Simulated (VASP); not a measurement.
Crystal: CsI.

```
CELL_PARAMETERS angstrom
4.60808 0.00000 0.00000
0.00000 4.60808 0.00000
0.00000 0.00000 4.60808
ATOMIC_POSITIONS crystal
Cs 0.00000 0.00000 0.00000
I 0.50000 0.50000 0.50000
```

Program: VASP 6.6.1. Alike in all runs: task single point; no spin polarisation; cell as given.

Task: Order these runs on this cell by their band gap on the k mesh, lowest first.
A. level LDA; potentials or basis VASP PAW LDA potentials, release 64 (Cs_sv, I); k mesh 6 × 6 × 6; cutoff (eV) 500; smearing gaussian 0.01 eV
B. level HF; potentials or basis VASP PAW PBE potentials, release 64 (Cs_sv, I); k mesh 4 × 4 × 4; cutoff (eV) 400; smearing gaussian 0.01 eV; grid for exact exchange (PRECFOCK) Normal; share of exact exchange 1
C. level HSE06; potentials or basis VASP PAW PBE potentials, release 64 (Cs_sv, I); k mesh 4 × 4 × 4; cutoff (eV) 400; smearing gaussian 0.01 eV; grid for exact exchange (PRECFOCK) Normal; share of exact exchange 0.25; screening parameter 0.2079 1/Å
D. level r2SCAN; potentials or basis VASP PAW PBE potentials, release 64 (Cs_sv, I); k mesh 6 × 6 × 6; cutoff (eV) 550; smearing gaussian 0.01 eV
E. level PBE; potentials or basis VASP PAW PBE potentials, release 64 (Cs_sv, I); k mesh 6 × 6 × 6; cutoff (eV) 500; smearing fermi-dirac 0.02 eV

Result: A (3.45 eV), E (3.79 eV), D (4.50 eV), C (4.78 eV), B (10.89 eV).

Caveats: spin-orbit coupling is left out, which moves the levels of the heavy elements.

A k mesh can miss the band edges.
